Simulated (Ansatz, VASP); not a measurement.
## Te2Mo in VASP and in Ansatz

The input INCAR:

```
SYSTEM = Te2Mo
ALGO = Normal
EDIFF = 1E-6
ENCUT = 520
GGA = CA
ISIF = 2
ISMEAR = 1
LASPH = .True.
LCHARG = .False.
LREAL = .False.
LWAVE = .False.
NBANDS = 35
NELM = 60
PREC = Accurate
SIGMA = 0.02
```

The input KPOINTS:

```
k-points
0
Gamma
  6 10 1
  0 0 0
```

The input POSCAR:

```
Te2Mo
1.0
    6.3616090156      0.0000000000      0.0000000000
    0.0000000000      3.4804030600      0.0000000000
   -0.0857412231      0.0000000000     36.1758904685
Te Mo
4 2
Direct
    0.0791521300      0.7500000000      0.4434726800
    0.9208478700      0.2500000000      0.5565273200
    0.5707489000      0.2500000000      0.4592964200
    0.4292511000      0.7500000000      0.5407035800
    0.8186524400      0.7500000000      0.5025346300
    0.1813475600      0.2500000000      0.4974653700
```

Input for Ansatz:

```yaml
crystal:
  lattice:
    - [6.3616090156, 0.0, 0.0]
    - [0.0, 3.48040306, 0.0]
    - [-0.0857412231, 0.0, 36.1758904685]
  atoms:
    - { symbol: Te, position: [0.07915213, 0.75, 0.44347268] }
    - { symbol: Te, position: [0.92084787, 0.25, 0.55652732] }
    - { symbol: Te, position: [0.5707489, 0.25, 0.45929642] }
    - { symbol: Te, position: [0.4292511, 0.75, 0.54070358] }
    - { symbol: Mo, position: [0.81865244, 0.75, 0.50253463] }
    - { symbol: Mo, position: [0.18134756, 0.25, 0.49746537] }
basis:
  ecutwfc: 420
kpoints:
  mp_grid: { grid: [6, 10, 1] }
hamiltonian:
  xc: lda
scf:
  occupations: { method: cold, width: 0.02 }
output:
  forces: true
  stress: true
  eigenvalues: true
```

Alike in both runs: task single point; functional LDA; k mesh 6 × 10 × 1; no spin polarisation.

|  | VASP | Ansatz |
| --- | --- | --- |
| version | VASP 6.6.1 | Ansatz 0.2.0 |
| potentials or method | VASP PAW LDA potentials, release 64 (Te, Mo_sv), cutoff 520 eV | scalar-relativistic, plane waves, PAW |
| occupations | methfessel-paxton of order 1, width 0.02 eV | cold, width 0.02 eV |
| valence electrons in the cell | 52 | 92 |

```csv
,VASP,Ansatz,Ansatz less VASP
gap on the k mesh at the Fermi level (eV),none,none,-
rms of the force components (eV/Å),0.194,0.215,+0.0205
```

LDA's correlation is that of Perdew and Zunger in VASP and of Perdew and Wang (1992) in Ansatz. Atom by atom the forces differ by 0.021 eV/Å (rms over components). A gap of «none» marks a metal or a gap that the smearing closes. VASP's potentials hold 52 valence electrons a cell and Ansatz's 92, so a difference there can come from the potentials and not from the codes.

Spin-orbit coupling is off throughout.
